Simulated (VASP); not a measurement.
Input of a VASP 6.6.1 run:

Contents of INCAR:

```
SYSTEM = CdSe
PREC = Accurate ; ENCUT = 520
EDIFF = 1E-6 ; ISMEAR = 0
SIGMA = 0.018000000000000002 ; LREAL = .FALSE.
LASPH = .TRUE. ; NELM = 100
ALGO = Normal ; ISIF = 2
LWAVE = .FALSE. ; LCHARG = .FALSE.
GGA = PE ; NBANDS = 16
```

Contents of KPOINTS:

```
regular mesh
0
G
  8 8 8
  0 0 0
```

POSCAR

```
CdSe
1.0
    0.0000000000      3.0702711986      3.0702711986
    3.0702711986      0.0000000000      3.0702711986
    3.0702711986      3.0702711986      0.0000000000
Cd Se
1 1
Direct
    0.0000000000      0.0000000000      0.0000000000
    0.2500000000      0.2500000000      0.2500000000
```

Potentials or basis: VASP PAW PBE potentials, release 64 (Cd, Se).

Launch:

```bash
$ cat potpaw_PBE.64/Cd/POTCAR potpaw_PBE.64/Se/POTCAR > POTCAR
$ mpirun -np 1 vasp_std > vasp.out
```

Problem. What does it give for the band gap on the k mesh?

Solution. 0.55 eV, direct.

Problem. What does it give for the pressure?

Solution. 1.6 GPa.
